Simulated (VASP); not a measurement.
# Mg (Fm-3m) in VASP: further runs

Runs on Mg. Level: PBEsol. Tasks: single point, relaxation of cell and atoms.

Program: VASP 6.6.1. These are calculated values, not measurements. Logs are shortened: lines on timing, memory, paths and dates and some standing lists are left out, and cuts for length are marked.

### Step 1. The cell of the first run

The structure is cubic, space group Fm-3m (No. 225). Conventional cell: a = 4.493 Å, b = 4.493 Å, c = 4.493 Å, α = 90.00°, β = 90.00°, γ = 90.00°. Within 4.2 Å of Mg (site symmetry m-3m) lie 12 Mg at 3.18 Å.

### Step 2. Single point, PBEsol

File INCAR:

```
  PREC = Accurate
  ENCUT = 600
  EDIFF = 1E-6
  ISMEAR = -1
  SIGMA = 0.05
  LREAL = False
  LASPH = True
  NELM = 120
  ALGO = Normal
  ISIF = 2
  LWAVE = False
  LCHARG = False
  GGA = PS
  NBANDS = 7
  GGA_COMPAT = False
```

File KPOINTS:

```
Automatic mesh
0
Gamma
  15 15 15
```

File POSCAR:

```
Mg
1.0
    0.0000000000      2.2464023805      2.2464023805
    2.2464023805      0.0000000000      2.2464023805
    2.2464023805      2.2464023805      0.0000000000
Mg
1
Direct
    0.0000000000      0.0000000000      0.0000000000
```

Potentials or basis: VASP PAW PBE potentials, release 64 (Mg).

The run is started by

```console
$ cat potpaw_PBE.64/Mg/POTCAR > POTCAR
$ mpirun -np 1 vasp_std > vasp.out
```

OUTCAR:

```text
PREC = Accurate
   ENCUT = 600
   EDIFF = 1E-6
   ISMEAR = -1
   LREAL = False
   LASPH = True
   NELM = 120
   ISIF = 2
   GGA = PS

 ion  position               nearest neighbor table
   1  0.000  0.000  0.000-

  LATTYP: Found a face centered cubic cell.
 ALAT       =     4.4928047610

  Lattice vectors:

 A1 = (   0.0000000000,   2.2464023805,   2.2464023805)
 A2 = (   2.2464023805,   0.0000000000,   2.2464023805)
 A3 = (   2.2464023805,   2.2464023805,   0.0000000000)

Analysis of symmetry for initial positions (statically):
=====================================================================
 Subroutine PRICEL returns:
 Original cell was already a primitive cell.

 Routine SETGRP: Setting up the symmetry group for a
 face centered cubic supercell.

 Subroutine GETGRP returns: Found 48 space group operations
 (whereof 48 operations were pure point group operations)
 out of a pool of 48 trial point group operations.

The static configuration has the point symmetry O_h .

Analysis of symmetry for dynamics (positions and initial velocities):
=====================================================================
 Subroutine PRICEL returns:
 Original cell was already a primitive cell.

 Routine SETGRP: Setting up the symmetry group for a
 face centered cubic supercell.

 Subroutine GETGRP returns: Found 48 space group operations
 (whereof 48 operations were pure point group operations)
 out of a pool of 48 trial point group operations.

The dynamic configuration has the point symmetry O_h .

 Subroutine INISYM returns: Found 48 space group operations
 (whereof 48 operations are pure point group operations),
 and found     1 'primitive' translations

----------------------------------------------------------------------------------------

                                     Primitive cell

  volume of cell :      22.6721

  direct lattice vectors                    reciprocal lattice vectors
     0.000000000  2.246402381  2.246402381    -0.222578112  0.222578112  0.222578112
     2.246402381  0.000000000  2.246402381     0.222578112 -0.222578112  0.222578112
     2.246402381  2.246402381  0.000000000     0.222578112  0.222578112 -0.222578112

  length of vectors
     3.176892713  3.176892713  3.176892713     0.385516598  0.385516598  0.385516598

  position of ions in fractional coordinates (direct lattice)
     0.000000000  0.000000000  0.000000000

  ion indices of the primitive-cell ions
   primitive index   ion index
                 1           1

----------------------------------------------------------------------------------------

 KPOINTS: Automatic mesh

Automatic generation of k-mesh.
 Grid dimensions read from file:
 generate k-points for:   15   15   15

 Generating k-lattice:

  Cartesian coordinates                     Fractional coordinates (reciprocal lattice)
    -0.014838541  0.014838541  0.014838541     0.066666667  0.000000000  0.000000000
     0.014838541 -0.014838541  0.014838541     0.000000000  0.066666667  0.000000000
     0.014838541  0.014838541 -0.014838541     0.000000000  0.000000000  0.066666667

  Length of vectors
     0.025701107  0.025701107  0.025701107

  Shift w.r.t. Gamma in fractional coordinates (k-lattice)
     0.000000000  0.000000000  0.000000000

 Subroutine IBZKPT returns following result:
 ===========================================

 Found    120 irreducible k-points:

 Following reciprocal coordinates:
            Coordinates               Weight
  0.000000  0.000000  0.000000      1.000000
  0.066667  0.000000  0.000000      8.000000
  0.133333  0.000000  0.000000      8.000000
  0.200000  0.000000  0.000000      8.000000
  0.266667  0.000000  0.000000      8.000000
  0.333333  0.000000  0.000000      8.000000
[... 16 lines left out ...]
  0.133333  0.133333  0.000000      6.000000
  0.200000  0.133333  0.000000     24.000000
 [... further k-points ...]
   k-points           NKPTS =    120   k-points in BZ     NKDIM =    120   number of bands    NBANDS=      7
   number of dos      NEDOS =    301   number of ions     NIONS =      1
   total plane-waves  NPLWV =  21952
   dimension x,y,z NGX =    28 NGY =   28 NGZ =   28
   dimension x,y,z NGXF=    56 NGYF=   56 NGZF=   56
   ions per type =               1
   NGX,Y,Z   is equivalent  to a cutoff of  14.65, 14.65, 14.65 a.u.
   NGXF,Y,Z  is equivalent  to a cutoff of  29.30, 29.30, 29.30 a.u.
 SYSTEM =  unknown system
   PREC   = accura    normal or accurate (medium, high low for compatibility)
   ISTART =      0    job   : 0-new  1-cont  2-samecut
   ICHARG =      2    charge: 1-file 2-atom 10-const
   ISPIN  =      1    spin polarized calculation?
   LNONCOLLINEAR =      F non collinear calculations
   LSORBIT =      F    spin-orbit coupling
   LASPH  =      T    aspherical Exc in radial PAW
   ENCUT  =  600.0 eV  44.10 Ry    6.64 a.u.   6.35  6.35  6.35*2*pi/ulx,y,z
   NELM   =    120;   NELMIN=  2; NELMDL= -5     # of ELM steps
   EDIFF  = 0.1E-05   stopping-criterion for ELM
   LREAL  =      F    real-space projection
   EDIFFG = 0.1E-04   stopping-criterion for IOM
   NSW    =      0    number of steps for IOM
   IBRION =     -1    ionic relax: 0-MD 1-quasi-New 2-CG
   NFREE  =      0    steps in history (QN), initial steepest desc. (CG)
   ISIF   =      2    stress and relaxation
   ISYM   =      2    0-nonsym 1-usesym 2-fastsym
   POTIM  = 0.5000    time-step for ionic-motion
   TEBEG  =    0.0;   TEEND  =   0.0 temperature during run
   PSTRESS=    0.0 pullay stress
   NELECT =       2.0000    total number of electrons
   NUPDOWN=      -1.0000    fix difference up-down
   EMIN   =  10.00;   EMAX   =-10.00  energy-range for DOS
   EFERMI =   0.00;   METHOD = LEGACY
   ISMEAR =    -1;   SIGMA  =   0.05  broadening in eV -4-tet -1-fermi 0-gaus
   EFERMI_NEDOS =   21; number of points for ismear=-14 and -15
   IALGO  =     38    algorithm
   IMIX   =      4    mixing-type and parameters
     AMIX     =   0.40;   BMIX     =  1.00
     AMIX_MAG =   1.60;   BMIX_MAG =  1.00
  volume/ion in A,a.u.               =      22.67       153.00
  Fermi-wavevector in a.u.,A,eV,Ry     =   0.728765  1.377165  7.226025  0.531098
  Thomas-Fermi vector in A             =   1.820319
   LORBIT       =      0    0 simple, 1 ext, 2 COOP (PROOUT), +10 PAW based schemes
   GGA     = PS    functional components
   LHFCALC =     F    Hartree Fock is set to
   AEXX    =    0.0000 exact exchange contribution
   IVDW    =     0    specifies the selected vdW correction
   LEPSILON=     F    determine dielectric tensor
   LRPA    =     F    only Hartree local field effects (RPA)
 non-spin polarized calculation
  energy-cutoff  :      600.00
  volume of cell :       22.67
 maximum number of plane-waves:       769
 NGX is ok and might be reduce to    28
   NGX = 13   NGY = 13   NGZ = 13

 number of electron       2.0000000 magnetization

 Free energy of the ion-electron system (eV)
  ---------------------------------------------------
  ext. energy  EPLUGINS =         0.00000000
  ---------------------------------------------------
  free energy    TOTEN  =        -1.71161251 eV

  energy without entropy =       -1.70746358  energy(sigma->0) =       -1.70953804

 E-fermi :   2.6166     XC(G=0):  -8.5738

 val. band max:        2.5530356995   @ k =  -0.4000   0.2667   0.0667
 cond. band min:       2.6237429405   @ k =  -0.3333   0.4000   0.2000
 fundamental gap:      0.0707072410
 Fermi energy:         2.6166415643

 k-point     1 :       0.0000    0.0000    0.0000
  band No.  band energies     occupation
      1      -4.3271      2.00000
      2      15.0669      0.00000
      3      15.0669      0.00000
      4      15.0669      0.00000
      5      17.0681      0.00000
      6      17.0681      0.00000
      7      17.0681      0.00000

 k-point     2 :       0.0667    0.0000    0.0000
  band No.  band energies     occupation
      1      -4.2275      2.00000
      2      13.5393      0.00000
      3      14.8418      0.00000
      4      14.8418      0.00000
      5      17.0776      0.00000
      6      17.4610      0.00000
      7      17.4610      0.00000

 k-point     3 :       0.1333    0.0000    0.0000
  band No.  band energies     occupation
      1      -3.9291      2.00000
      2      11.3371      0.00000
      3      14.4378      0.00000
      4      14.4378      0.00000
      5      16.7793      0.00000
      6      18.3653      0.00000
      7      18.3653      0.00000

 k-point     4 :       0.2000    0.0000    0.0000
  band No.  band energies     occupation
      1      -3.4340      2.00000
      2       9.1734      0.00000
      3      14.0908      0.00000
      4      14.0908      0.00000
      5      16.4609      0.00000
      6      18.0022      0.00000
      7      18.0022      0.00000

 k-point     5 :       0.2667    0.0000    0.0000
  band No.  band energies     occupation
      1      -2.7452      2.00000
      2       7.1265      0.00000
      3      13.8663      0.00000
      4      13.8663      0.00000
      5      16.2305      0.00000
      6      16.9498      0.00000
      7      16.9498      0.00000
[... 161 lines left out ...]
 k-point    22 :      -0.0667    0.0667    0.0000
  band No.  band energies     occupation
      1      -4.0616      2.00000
      2      12.5536      0.00000
      3      13.4211      0.00000
      4      15.3252      0.00000
      5      17.2573      0.00000
      6      17.4416      0.00000
      7      18.0995      0.00000

 k-point    23 :       0.1333    0.1333    0.0000
  band No.  band energies     occupation
      1      -3.7968      2.00000
      2      12.6450      0.00000
      3      12.9614      0.00000
      4      12.9614      0.00000
      5      15.4916      0.00000
      6      16.7943      0.00000
      7      20.0396      0.00000

 k-point    24 :       0.2000    0.1333    0.0000
  band No.  band energies     occupation
      1      -3.4340      2.00000
      2      10.7905      0.00000
      3      12.4501      0.00000
      4      13.1157      0.00000
      5      14.8925      0.00000
      6      16.1357      0.00000
      7      20.1653      0.00000

 [... further k-points ...]
[... 5 lines left out ...]
  --------------------------------------------------------------------------------------
  -------------------------------------------------------------------------------------
  Total       -0.0068382     -0.0068382     -0.0068382      0.0000000      0.0000000     -0.0000000
  in kB       -0.4832332     -0.4832332     -0.4832332      0.0000000      0.0000000     -0.0000000
  external PRESSURE =      -0.4832332 kB  Pullay stress =       0.0000000 kB

 VOLUME and BASIS-vectors are now :
 -----------------------------------------------------------------------------
  energy-cutoff  :      600.00
  volume of cell :       22.67
      direct lattice vectors                 reciprocal lattice vectors
     0.000000000  2.246402381  2.246402381    -0.222578112  0.222578112  0.222578112
     2.246402381  0.000000000  2.246402381     0.222578112 -0.222578112  0.222578112
     2.246402381  2.246402381  0.000000000     0.222578112  0.222578112 -0.222578112

 POSITION                                       TOTAL-FORCE (eV/Angst)
 -----------------------------------------------------------------------------------
      0.00000      0.00000      0.00000         0.000000      0.000000      0.000000
 -----------------------------------------------------------------------------------
    total drift:                               -0.000000      0.000000      0.000000

  FREE ENERGIE OF THE ION-ELECTRON SYSTEM (eV)
  ---------------------------------------------------
  free  energy   TOTEN  =        -1.7116125073 eV

  energy  without entropy=       -1.7074635775  energy(sigma->0) =       -1.70953804
```

It took 33 s on 1 thread of Intel Xeon 8259CL, shared host; peak memory 0.17 GiB.

Results:

* Free energy: -1.7116 eV
* Pressure: 0.0 GPa
* Band gap on the k mesh: zero (band 1 reaches 3.78 eV, above the bottom of band 2 at 1.55 eV)

Caveat: the PAW data sets were made with another functional, which shifts forces and pressure a little.

### Step 3. Relaxation of cell and atoms, PBEsol

This run uses another cell than the first one, of 22.50 Å³/atom, 0.992 times its volume.

File INCAR:

```
SYSTEM = Mg
PREC     = Accurate       ! precision mode
ENCUT    = 600            ! plane-wave cutoff, eV
EDIFF    = 1E-7           ! SCF threshold, eV
ISMEAR   = -1             ! smearing method
SIGMA    = 0.05           ! smearing width, eV
LREAL    = .FALSE.        ! projectors in reciprocal space
LASPH    = .TRUE.         ! aspherical terms in the spheres
NELM     = 120            ! most SCF steps
ALGO     = Normal         ! electronic algorithm
ISIF     = 3              ! what is computed and relaxed
LWAVE    = .FALSE.        ! write WAVECAR
LCHARG   = .FALSE.        ! write CHGCAR
GGA      = PS             ! functional
IBRION   = 2              ! ionic algorithm
NSW      = 60             ! ionic steps
EDIFFG   = -0.005         ! ionic threshold
GGA_COMPAT= .FALSE.      
NELMIN   = 4
```

File KPOINTS:

```
regular mesh
0
G
  15 15 15
  0 0 0
```

File POSCAR:

```
Mg
1.0
    0.0000000000      2.2406359801      2.2406359801
    2.2406359801      0.0000000000      2.2406359801
    2.2406359801      2.2406359801      0.0000000000
Mg
1
Direct
    0.0000000000      0.0000000000      0.0000000000
```

Potentials or basis: VASP PAW PBE potentials, release 64 (Mg).

The run is started by

```console
$ cat potpaw_PBE.64/Mg/POTCAR > POTCAR
$ mpirun -np 1 vasp_std > vasp.out
```

OUTCAR:

```text
SYSTEM = Mg
   PREC = Accurate
   ENCUT = 600
   EDIFF = 1E-7
   ISMEAR = -1
   LREAL = .FALSE.
   LASPH = .TRUE.
   NELM = 120
   ISIF = 3
   GGA = PS
   IBRION = 2
   NSW = 60
   EDIFFG = -0.005
   NELMIN = 4

 ion  position               nearest neighbor table
   1  0.000  0.000  0.000-

  LATTYP: Found a face centered cubic cell.
 ALAT       =     4.4812719602

  Lattice vectors:

 A1 = (   0.0000000000,   2.2406359801,   2.2406359801)
 A2 = (   2.2406359801,   0.0000000000,   2.2406359801)
 A3 = (   2.2406359801,   2.2406359801,   0.0000000000)

Analysis of symmetry for initial positions (statically):
=====================================================================
 Subroutine PRICEL returns:
 Original cell was already a primitive cell.

 Routine SETGRP: Setting up the symmetry group for a
 face centered cubic supercell.

 Subroutine GETGRP returns: Found 48 space group operations
 (whereof 48 operations were pure point group operations)
 out of a pool of 48 trial point group operations.
[... 163 lines left out ...]

------------------------ aborting loop because EDIFF is reached ----------------------------------------

  FORCE on cell =-STRESS in cart. coord.  units (eV):
  Direction    XX          YY          ZZ          XY          YZ          ZX
  --------------------------------------------------------------------------------------
  -------------------------------------------------------------------------------------
  Total        0.0336758      0.0336758      0.0336758     -0.0000000      0.0000000     -0.0000000
  in kB        2.3981948      2.3981948      2.3981948     -0.0000000      0.0000000     -0.0000000
  external PRESSURE =       2.3981948 kB  Pullay stress =       0.0000000 kB
[... 57 lines left out ...]
--------------------------------------- Ionic step        3  -------------------------------------------

 number of electron       2.0000000 magnetization

 Free energy of the ion-electron system (eV)
  ---------------------------------------------------
  ext. energy  EPLUGINS =         0.00000000
  ---------------------------------------------------
  free energy    TOTEN  =        -1.71161442 eV

  energy without entropy =       -1.70746730  energy(sigma->0) =       -1.70954086

 E-fermi :   2.6230     XC(G=0):  -8.5775

 val. band max:        2.5598449917   @ k =  -0.4000   0.2667   0.0667
 cond. band min:       2.6296849021   @ k =  -0.3333   0.4000   0.2000
 fundamental gap:      0.0698399104
 Fermi energy:         2.6229780647

 k-point     1 :       0.0000    0.0000    0.0000
  band No.  band energies     occupation
      1      -4.3261      2.00000
      2      15.0806      0.00000
      3      15.0806      0.00000
      4      15.0806      0.00000
      5      17.0883      0.00000
[... 177 lines left out ...]
 k-point    24 :       0.2000    0.1333    0.0000
  band No.  band energies     occupation
      1      -3.4322      2.00000
      2      10.8021      0.00000
      3      12.4640      0.00000
      4      13.1289      0.00000
      5      14.9063      0.00000

 [... further k-points ...]
[... 5 lines left out ...]
  --------------------------------------------------------------------------------------
  -------------------------------------------------------------------------------------
  Total       -0.0006022     -0.0006022     -0.0006022      0.0000000      0.0000000      0.0000000
  in kB       -0.0426037     -0.0426037     -0.0426037      0.0000000      0.0000000      0.0000000
  external PRESSURE =      -0.0426037 kB  Pullay stress =       0.0000000 kB
[... 16 lines left out ...]
  FREE ENERGIE OF THE ION-ELECTRON SYSTEM (eV)
  ---------------------------------------------------
  free  energy   TOTEN  =        -1.7116144187 eV

  energy  without entropy=       -1.7074672984  energy(sigma->0) =       -1.70954086

 reached required accuracy - stopping structural energy minimisation
```

CONTCAR:

```text
Mg
   1.00000000000000
    -0.0000000000000000    2.2455052878099462    2.2455052878099462
     2.2455052878099462    0.0000000000000000    2.2455052878099462
     2.2455052878099462    2.2455052878099462   -0.0000000000000000
  Mg
     1
Direct
     0.0000000000000000    0.0000000000000000    0.0000000000000000

  0.00000000E+00  0.00000000E+00  0.00000000E+00
```

Wall time 46 s (1 thread of Intel Xeon 8259CL, shared host); peak memory 0.17 GiB.

What came out:

```
Free energy                            : -1.7116 eV
Relaxed volume                         : 22.64 Å³/atom
Relaxed cell                           : a = 3.176 Å, b = 3.176 Å, c = 3.176 Å, α = 60.00°, β = 60.00°, γ = 60.00°
Space group after relaxing (to 0.05 Å) : Fm-3m (No. 225)
Energy gained by relaxing              : 0.1 meV/atom
Ionic steps                            : 3
Pressure after relaxing                : 0.0 GPa
Band gap on the k mesh                 : zero (band 1 reaches 3.78 eV, above the bottom of band 2 at 1.56 eV)
```

The path:
```csv
step,energy change (eV),largest force (eV/Å),pressure (GPa),volume (Å³)
1,0.0000,0.0000,0.24,22.50
2,-0.0001,0.0000,0.06,22.61
3,-0.0001,0.0000,0.00,22.64
```

Final structure:
```cif
data_structure
_symmetry_space_group_name_H-M 'P 1'
_symmetry_Int_Tables_number 1
_cell_length_a 3.1756
_cell_length_b 3.1756
_cell_length_c 3.1756
_cell_angle_alpha 60.000
_cell_angle_beta 60.000
_cell_angle_gamma 60.000
_cell_volume 22.64
loop_
_atom_site_label
_atom_site_type_symbol
_atom_site_fract_x
_atom_site_fract_y
_atom_site_fract_z
_atom_site_occupancy
Mg1 Mg 0.00000 0.00000 0.00000 1
```

Levels at points of the mesh, in eV from the Fermi level:
| k point | band 1 | band 2 | band 3 | band 4 |
| --- | --- | --- | --- | --- |
| (0.00, 0.00, 0.00) | -6.95 | 12.46 | 12.46 | 12.46 |

Caveat: the PAW data sets were made with another functional, which shifts forces and pressure a little.
